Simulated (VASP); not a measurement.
Here is a VASP 6.6.1 calculation.

INCAR

```
  PREC = Accurate
  ENCUT = 500
  EDIFF = 1E-6
  ISMEAR = 0
  SIGMA = 0.1
  LREAL = F
  LASPH = T
  NELM = 120
  ALGO = Normal
  ISIF = 2
  LWAVE = F
  LCHARG = F
  GGA = PS
  NBANDS = 17
  GGA_COMPAT = F
```

Contents of KPOINTS:

```
regular mesh
0
Gamma
  12 12 7
```

POSCAR

```
Hf
1.0
    3.2769193513      0.0000000000      0.0000000000
   -1.6384596756      2.8378954044      0.0000000000
    0.0000000000      0.0000000000      4.8771572494
Hf
2
Direct
    0.3333333333      0.6666666667      0.2500000000
    0.6666666667      0.3333333333      0.7500000000
```

Potentials or basis: VASP PAW PBE potentials, release 64 (Hf_pv).

The run is started by

```bash
$ cat potpaw_PBE.64/Hf_pv/POTCAR > POTCAR
$ mpirun -np 1 vasp_std > vasp.out
```

Question: What does it give for the band gap on the k mesh?

Answer: Zero (band 10 reaches 5.69 eV, above the bottom of band 11 at 4.36 eV).

Question: What does it give for the pressure?

Answer: -5.1 GPa.

Stress tensor (GPa, compression positive):
```
-7.42  0.00  0.00
 0.00 -7.42  0.00
 0.00  0.00 -0.51
```

Caveat: the PAW data sets were made with another functional, which shifts forces and pressure a little; spin-orbit coupling is left out, which moves the levels of the heavy elements.
